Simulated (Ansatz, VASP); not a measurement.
# La in VASP and in Ansatz

```
La
1.0
     0.00000    2.57117    2.57117
     2.57117    0.00000    2.57117
     2.57117    2.57117    0.00000
La
1
Direct
  0.00000 0.00000 0.00000
```

Alike in both runs: functional PBEsol; k mesh 10 × 10 × 10; occupations fermi-dirac, width 0.1 eV; no spin polarisation.

Ansatz relaxed the structure, and its values are those at the end. VASP's run is a single point on that final structure, the one shown.

|  | VASP | Ansatz |
| --- | --- | --- |
| version | VASP 6.6.1 | Ansatz 0.2.0 |
| potentials or method | VASP PAW PBE potentials, release 64 (La), cutoff 520 eV | plane waves (420 eV) with PAW, scalar-relativistic |
| valence electrons in the cell | 11 | 11 |

Ansatz gave:

* pressure (GPa): 0.0

Estimate VASP's values.

pressure (GPa): 0.1.

VASP's potentials were made for PBE, not for PBEsol, and Ansatz warns of the same on its side. With one functional, cell and mesh, what is left measures potentials, basis and numerics.

Neither program's run includes spin-orbit coupling.
